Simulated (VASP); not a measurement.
# Cd2HgO3 (I4/mmm) in VASP: further runs, part 2 of 3

VASP 6.6.1. The steps go on from the part before.

## (3) Single point, PBE

This run uses another cell than the first one: it holds 12 atoms, not 6.

File INCAR:

```
SYSTEM = Cd2HgO3
PREC = Accurate
ENCUT = 520
EDIFF = 1E-7
ISMEAR = 0
SIGMA = 0.2
LREAL = .False.
LASPH = .True.
NELM = 80
ALGO = Normal
ISIF = 2
LWAVE = .False.
LCHARG = .False.
GGA = PE
NBANDS = 66
```

File KPOINTS:

```
Automatic mesh
0
Gamma
  6 4 6
  0 0 0
```

File POSCAR:

```
Cd2HgO3
1.0
    0.0000000000     -3.3961642000      0.0000000000
    6.7923284000      0.0000000000      0.0000000000
   -1.6980821000      1.6980821000      7.2950453000
Cd Hg O
4 2 6
Direct
    0.8326010000      0.4163005000      0.6652020000
    0.8326010000      0.9163005000      0.6652020000
    0.1673990000      0.0836995000      0.3347980000
    0.1673990000      0.5836995000      0.3347980000
    0.5000000000      0.2500000000      0.0000000000
    0.5000000000      0.7500000000      0.0000000000
    0.0000000000      0.0000000000      0.0000000000
    0.0000000000      0.5000000000      0.0000000000
    0.6701030000      0.3350515000      0.3402060000
    0.6701030000      0.8350515000      0.3402060000
    0.3298970000      0.1649485000      0.6597940000
    0.3298970000      0.6649485000      0.6597940000
```

Potentials or basis: VASP PAW PBE potentials, release 64 (Cd, Hg, O).

Launch:

```sh
$ cat potpaw_PBE.64/Cd/POTCAR potpaw_PBE.64/Hg/POTCAR potpaw_PBE.64/O/POTCAR > POTCAR
$ mpirun -np 1 vasp_std > vasp.out
```

OUTCAR:

```text
SYSTEM = Cd2HgO3
   PREC = Accurate
   ENCUT = 520
   EDIFF = 1E-7
   ISMEAR = 0
   LREAL = .False.
   LASPH = .True.
   NELM = 80
   ISIF = 2
   GGA = PE

 ion  position               nearest neighbor table
   1  0.833  0.416  0.665-   9 2.37  11 2.40  11 2.40  12 2.40  12 2.40   8 2.44   2 3.40   2 3.40
                             3 3.40   3 3.40   4 3.40   4 3.40   5 3.43   6 3.43   5 3.43   6 3.43
   2  0.833  0.916  0.665-  10 2.37  12 2.40  11 2.40  12 2.40  11 2.40   7 2.44   1 3.40   1 3.40
                             4 3.40   3 3.40   4 3.40   3 3.40   6 3.43   6 3.43   5 3.43   5 3.43
   3  0.167  0.084  0.335-  11 2.37   9 2.40   9 2.40  10 2.40  10 2.40   7 2.44   4 3.40   4 3.40
                             1 3.40   2 3.40   1 3.40   2 3.40   5 3.43   6 3.43   5 3.43   6 3.43
   4  0.167  0.584  0.335-  12 2.37  10 2.40  10 2.40   9 2.40   9 2.40   8 2.44   3 3.40   3 3.40
                             2 3.40   1 3.40   2 3.40   1 3.40   6 3.43   5 3.43   6 3.43   5 3.43
   5  0.500  0.250  0.000-   7 2.40   8 2.40   7 2.40   8 2.40   9 2.48  11 2.48   6 3.40   6 3.40
                             1 3.43   3 3.43   4 3.43   1 3.43   2 3.43   3 3.43   4 3.43   2 3.43
   6  0.500  0.750  0.000-   7 2.40   8 2.40   7 2.40   8 2.40  10 2.48  12 2.48   5 3.40   5 3.40
                             2 3.43   4 3.43   1 3.43   2 3.43   4 3.43   3 3.43   1 3.43   3 3.43
   7  0.000  0.000  0.000-   5 2.40   6 2.40   5 2.40   6 2.40   2 2.44   3 2.44
   8  0.000  0.500  0.000-   5 2.40   6 2.40   5 2.40   6 2.40   1 2.44   4 2.44
   9  0.670  0.335  0.340-   1 2.37   3 2.40   3 2.40   4 2.40   4 2.40   5 2.48
  10  0.670  0.835  0.340-   2 2.37   4 2.40   3 2.40   4 2.40   3 2.40   6 2.48
  11  0.330  0.165  0.660-   3 2.37   1 2.40   1 2.40   2 2.40   2 2.40   5 2.48
  12  0.330  0.665  0.660-   4 2.37   2 2.40   2 2.40   1 2.40   1 2.40   6 2.48

  LATTYP: Found a base centered monoclinic cell.
 ALAT       =    14.9801426892
 B/A-ratio  =     0.2267110715
 C/A-ratio  =     0.4534221430
 COS(beta)  =    -0.2267110715

  Lattice vectors:

 A1 = (  -1.6980821000,   1.6980821000,   7.2950453000)
 A2 = (  -1.6980821000,  -1.6980821000,   7.2950453000)
 A3 = (   6.7923284000,   0.0000000000,   0.0000000000)

Analysis of symmetry for initial positions (statically):
=====================================================================
 Subroutine PRICEL returns following result:

  LATTYP: Found a body centered tetragonal cell.
 ALAT       =     3.3961642000
 C/A-ratio  =     4.2960498200

  Lattice vectors:

 A1 = (  -1.6980821000,  -1.6980821000,  -7.2950453000)
 A2 = (   1.6980821000,   1.6980821000,  -7.2950453000)
 A3 = (   1.6980821000,  -1.6980821000,   7.2950453000)

   2 primitive cells build up your supercell.

 Routine SETGRP: Setting up the symmetry group for a
 base centered monoclinic supercell.

 Subroutine GETGRP returns: Found  4 space group operations
 (whereof  4 operations were pure point group operations)
 out of a pool of  4 trial point group operations.

The static configuration has the point symmetry C_2h.

Analysis of symmetry for dynamics (positions and initial velocities):
=====================================================================
 Subroutine PRICEL returns following result:

  LATTYP: Found a body centered tetragonal cell.
 ALAT       =     3.3961642000
 C/A-ratio  =     4.2960498200

  Lattice vectors:

 A1 = (  -1.6980821000,  -1.6980821000,  -7.2950453000)
 A2 = (   1.6980821000,   1.6980821000,  -7.2950453000)
 A3 = (   1.6980821000,  -1.6980821000,   7.2950453000)

   2 primitive cells build up your supercell.
[... 106 lines left out ...]
 SYSTEM =  Cd2HgO3
   PREC   = accura    normal or accurate (medium, high low for compatibility)
   ISTART =      0    job   : 0-new  1-cont  2-samecut
   ICHARG =      2    charge: 1-file 2-atom 10-const
   ISPIN  =      1    spin polarized calculation?
   LNONCOLLINEAR =      F non collinear calculations
   LSORBIT =      F    spin-orbit coupling
   LASPH  =      T    aspherical Exc in radial PAW
   ENCUT  =  520.0 eV  38.22 Ry    6.18 a.u.   6.31 12.63 14.28*2*pi/ulx,y,z
   NELM   =     80;   NELMIN=  2; NELMDL= -5     # of ELM steps
   EDIFF  = 0.1E-06   stopping-criterion for ELM
   LREAL  =      F    real-space projection
   EDIFFG = 0.1E-05   stopping-criterion for IOM
   NSW    =      0    number of steps for IOM
   IBRION =     -1    ionic relax: 0-MD 1-quasi-New 2-CG
   NFREE  =      0    steps in history (QN), initial steepest desc. (CG)
   ISIF   =      2    stress and relaxation
   ISYM   =      2    0-nonsym 1-usesym 2-fastsym
   POTIM  = 0.5000    time-step for ionic-motion
   TEBEG  =    0.0;   TEEND  =   0.0 temperature during run
   PSTRESS=    0.0 pullay stress
   NELECT =     108.0000    total number of electrons
   NUPDOWN=      -1.0000    fix difference up-down
   EMIN   =  10.00;   EMAX   =-10.00  energy-range for DOS
   EFERMI =   0.00;   METHOD = LEGACY
   ISMEAR =     0;   SIGMA  =   0.20  broadening in eV -4-tet -1-fermi 0-gaus
   EFERMI_NEDOS =   21; number of points for ismear=-14 and -15
   IALGO  =     38    algorithm
   IMIX   =      4    mixing-type and parameters
     AMIX     =   0.40;   BMIX     =  1.00
     AMIX_MAG =   1.60;   BMIX_MAG =  1.00
  volume/ion in A,a.u.               =      14.02        94.63
  Fermi-wavevector in a.u.,A,eV,Ry     =   1.412118  2.668516 27.131065  1.994077
  Thomas-Fermi vector in A             =   2.533899
   LORBIT       =      0    0 simple, 1 ext, 2 COOP (PROOUT), +10 PAW based schemes
   GGA     = PE    functional components
   LHFCALC =     F    Hartree Fock is set to
   AEXX    =    0.0000 exact exchange contribution
   IVDW    =     0    specifies the selected vdW correction
   LEPSILON=     F    determine dielectric tensor
   LRPA    =     F    only Hartree local field effects (RPA)
 non-spin polarized calculation
 Gauss-broadening in eV      SIGMA  =   0.20
  energy-cutoff  :      520.00
  volume of cell :      168.28
 maximum number of plane-waves:      4554
 NGX is ok and might be reduce to    28

 number of electron     107.9999976 magnetization

 Free energy of the ion-electron system (eV)
  ---------------------------------------------------
  ext. energy  EPLUGINS =         0.00000000
  ---------------------------------------------------
  free energy    TOTEN  =       -41.60514990 eV

  energy without entropy =      -41.58754008  energy(sigma->0) =      -41.59634499

 E-fermi :   2.0814     XC(G=0): -11.3781

 val. band max:        1.8673891287   @ k =   0.0000  -0.2500   0.1667
 cond. band min:       2.1156133301   @ k =   0.0000   0.0000   0.1667
 fundamental gap:      0.2482242014
 Fermi energy:         2.0813811853

 k-point     1 :       0.0000    0.0000    0.0000
  band No.  band energies     occupation
      1     -15.5084      2.00000
      2     -15.0174      2.00000
      3     -15.0024      2.00000
      4     -14.7637      2.00000
      5     -14.6533      2.00000
      6     -14.6079      2.00000
[... 1645 lines left out ...]
     65       9.9523      0.00000
     66      10.1617      0.00000

 [... further k-points ...]

------------------------ aborting loop because EDIFF is reached ----------------------------------------

  FORCE on cell =-STRESS in cart. coord.  units (eV):
  Direction    XX          YY          ZZ          XY          YZ          ZX
  --------------------------------------------------------------------------------------
  -------------------------------------------------------------------------------------
  Total        1.2157034      1.1423150      1.0927758      0.0000000      0.0000000      0.0007650
  in kB       11.5745171     10.8757980     10.4041431      0.0000000      0.0000000      0.0072837
  external PRESSURE =      10.9514861 kB  Pullay stress =       0.0000000 kB

 VOLUME and BASIS-vectors are now :
 -----------------------------------------------------------------------------
  energy-cutoff  :      520.00
  volume of cell :      168.28
      direct lattice vectors                 reciprocal lattice vectors
     0.000000000 -3.396164200  0.000000000     0.000000000 -0.294449838  0.068539670
     6.792328400  0.000000000  0.000000000     0.147224919  0.000000000  0.034269835
    -1.698082100  1.698082100  7.295045300     0.000000000  0.000000000  0.137079341

 POSITION                                       TOTAL-FORCE (eV/Angst)
 -----------------------------------------------------------------------------------
      1.69808     -1.69808      4.85268         0.000146      0.000000      0.014312
      5.09425     -1.69808      4.85268         0.000146      0.000000      0.014312
      0.00000     -0.00000      2.44237        -0.000146     -0.000000     -0.014312
      3.39616     -0.00000      2.44237        -0.000146     -0.000000     -0.014312
      1.69808     -1.69808      0.00000         0.000000     -0.000000      0.000000
      5.09425     -1.69808      0.00000         0.000000     -0.000000      0.000000
      0.00000      0.00000      0.00000         0.000000      0.000000     -0.000000
      3.39616      0.00000      0.00000         0.000000      0.000000     -0.000000
      1.69808     -1.69808      2.48182         0.000265     -0.000000     -0.010753
      5.09425     -1.69808      2.48182         0.000265     -0.000000     -0.010753
      0.00000     -0.00000      4.81323        -0.000265      0.000000      0.010753
      3.39616     -0.00000      4.81323        -0.000265      0.000000      0.010753
 -----------------------------------------------------------------------------------
    total drift:                                0.000000     -0.000000     -0.000000

  FREE ENERGIE OF THE ION-ELECTRON SYSTEM (eV)
  ---------------------------------------------------
  free  energy   TOTEN  =       -41.6051498991 eV

  energy  without entropy=      -41.5875400779  energy(sigma->0) =      -41.59634499
```

Wall time 6.2 min (1 thread of Intel Xeon 6975P-C (Granite Rapids), shared host); peak memory 0.55 GiB.

Results:

| Item | Value |
| --- | --- |
| Free energy | -41.6051 eV |
| Pressure | 1.1 GPa |
| Largest force | 0.014 eV/Å |
| Band gap on the k mesh | zero (bands 54 and 55 overlap by 0.30 eV) |

Forces in eV/Å, atoms in the order of the input:
```
Cd   0.000  0.000  0.014
Cd   0.000  0.000  0.014
Cd   0.000  0.000 -0.014
Cd   0.000  0.000 -0.014
Hg   0.000  0.000  0.000
Hg   0.000  0.000  0.000
O    0.000  0.000  0.000
O    0.000  0.000  0.000
O    0.000  0.000 -0.011
O    0.000  0.000 -0.011
O    0.000  0.000  0.011
O    0.000  0.000  0.011
```

Caveat: semilocal functionals underestimate gaps, so a narrow gap can read as zero; spin-orbit coupling is left out, which moves the levels of the heavy elements.

(Continued in part 3 of 3.)
